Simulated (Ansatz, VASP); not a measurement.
## Two plane-wave programs on HfB

```
CELL_PARAMETERS angstrom
0.00000 2.39370 2.39370
2.39370 0.00000 2.39370
2.39370 2.39370 0.00000
ATOMIC_POSITIONS crystal
Hf 0.49952 0.50048 0.50048
B 0.00787 0.99213 0.99213
```

Change from the starting cell: mode 4 frozen in at -0.038 Å, normal strain along x +0.0000.

Alike in both runs: task single point; functional PBEsol; k mesh 16 × 16 × 16; occupations gaussian, width 0.15 eV; no spin polarisation.

|  | VASP | Ansatz |
| --- | --- | --- |
| version | VASP 6.6.1 | Ansatz 0.2.0 |
| potentials or method | VASP PAW PBE potentials, release 64 (Hf_pv, B), cutoff 520 eV | scalar-relativistic, plane waves, PAW |
| valence electrons in the cell | 13 | 29 |

```csv
,VASP,Ansatz,Ansatz less VASP
gap on the k mesh at the Fermi level (eV),none,none,-
pressure (GPa),0.5,0.1,-0.34
"traceless stress, the component that is largest in VASP (GPa)",0.26,0.25,-0.004
rms of the force components (eV/Å),0.194,0.194,-0.0003
```

VASP's potentials were made for PBE, not for PBEsol. Atom by atom the forces differ by 0.000 eV/Å (rms over components). A gap of «none» marks a metal or a gap that the smearing closes. VASP's potentials hold 13 valence electrons a cell and Ansatz's 29, so a difference there can come from the potentials and not from the codes.

Neither program's run includes spin-orbit coupling.
